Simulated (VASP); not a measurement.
Write the native input for VASP 6.6.1 that does the following.

```yaml
Task: single point
Functional: RPBE
Potentials_or_basis: VASP PAW PBE potentials, release 64 (W_sv)
Cutoff: 520 eV
k_mesh: 15 × 15 × 15
Occupations: fermi-dirac, width 0.1 eV
Spin: no spin polarisation
Dipole_correction: no
Further_INCAR_settings: ALGO = Normal; EDIFF = 1e-07; NBANDS = 13
```

The structure of W lies in POSCAR:

```
W
1.0
    0.0000000000      1.9720904239      1.9720904239
    1.9720904239      0.0000000000      1.9720904239
    1.9720904239      1.9720904239      0.0000000000
W
1
Direct
    0.0000000000      0.0000000000      0.0000000000
```

This isn't the form of W at room conditions, which is bcc.

These files were run (other wordings do the same):

INCAR

```
PREC = Accurate
ENCUT = 520
EDIFF = 1E-7
ISMEAR = -1
SIGMA = 0.1
LREAL = F
LASPH = T
NELM = 80
ALGO = Normal
ISIF = 2
LWAVE = F
LCHARG = F
GGA = RP
NBANDS = 13
```

KPOINTS

```
Automatic mesh
0
Gamma
  15 15 15
```

Potentials or basis: VASP PAW PBE potentials, release 64 (W_sv).

Command:

```console
$ cat potpaw_PBE.64/W_sv/POTCAR > POTCAR
$ mpirun -np 1 vasp_std > vasp.out
```

It gave:

```json
{
 "Pressure": "27.4 GPa",
 "Band gap on the k mesh": "zero (bands 7 and 8 overlap by 3.85 eV)"
}
```

Caveat: the cell stands under pressure; the PAW data sets were made with another functional, which shifts forces and pressure a little; spin-orbit coupling is left out, which moves the levels of the heavy elements.

Run time: 29 s on 1 thread of Intel Xeon 8259CL, on a shared host, peak memory 0.15 GiB.
